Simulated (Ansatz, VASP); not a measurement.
**Two plane-wave programs on LiF**

Contents of INCAR:

```
SYSTEM = LiF
PREC = Accurate
ENCUT = 520
EDIFF = 1E-6
ISMEAR = 0
SIGMA = 0.05
LREAL = .FALSE.
LASPH = .TRUE.
NELM = 80
ALGO = Normal
ISIF = 2
LWAVE = .FALSE.
LCHARG = .FALSE.
GGA = PE
NBANDS = 12
```

The input KPOINTS:

```
regular mesh
0
G
  10 10 10
  0 0 0
```

File POSCAR:

```
LiF
1.0
    2.3547703600      0.0000000000      0.0000000000
    0.0000000000      2.3547703600      0.0000000000
    0.0000000000      0.0000000000      2.6619143200
Li F
1 1
Direct
    0.0000000000      0.0000000000      0.0000000000
    0.5000000000      0.5000000000      0.5000000000
```

Input for Ansatz:

```yaml
crystal:
  lattice:
    - [2.35477036, 0.0, 0.0]
    - [0.0, 2.35477036, 0.0]
    - [0.0, 0.0, 2.66191432]
  atoms:
    - { symbol: Li, position: [0.0, 0.0, 0.0] }
    - { symbol: F, position: [0.5, 0.5, 0.5] }
basis:
  ecutwfc: 420
kpoints:
  mp_grid: { grid: [10, 10, 10] }
hamiltonian:
  xc: pbe
scf:
  occupations: { method: gaussian, width: 0.05 }
output:
  forces: true
  stress: true
  eigenvalues: true
```

Change from the starting cell: strain -0.080 along x and y, +0.040 along z, atoms carried along.

Alike in both runs: task single point; functional PBE; k mesh 10 × 10 × 10; occupations gaussian, width 0.05 eV; no spin polarisation.

|  | VASP | Ansatz |
| --- | --- | --- |
| version | VASP 6.6.1 | Ansatz 0.2.0 |
| potentials or method | VASP PAW PBE potentials, release 64 (Li_sv, F), cutoff 520 eV | scalar-relativistic, plane waves, PAW |
| valence electrons in the cell | 10 | 10 |

|  | VASP | Ansatz | Ansatz less VASP |
| --- | --- | --- | --- |
| gap on the k mesh at the Fermi level (eV) | 7.98 | 7.97 | -0.011 |
| least direct gap on the mesh (eV) | 8.65 | 8.63 | -0.012 |

Noted on VASP's run: the cutoff is short for stress, so the pressure is rough.
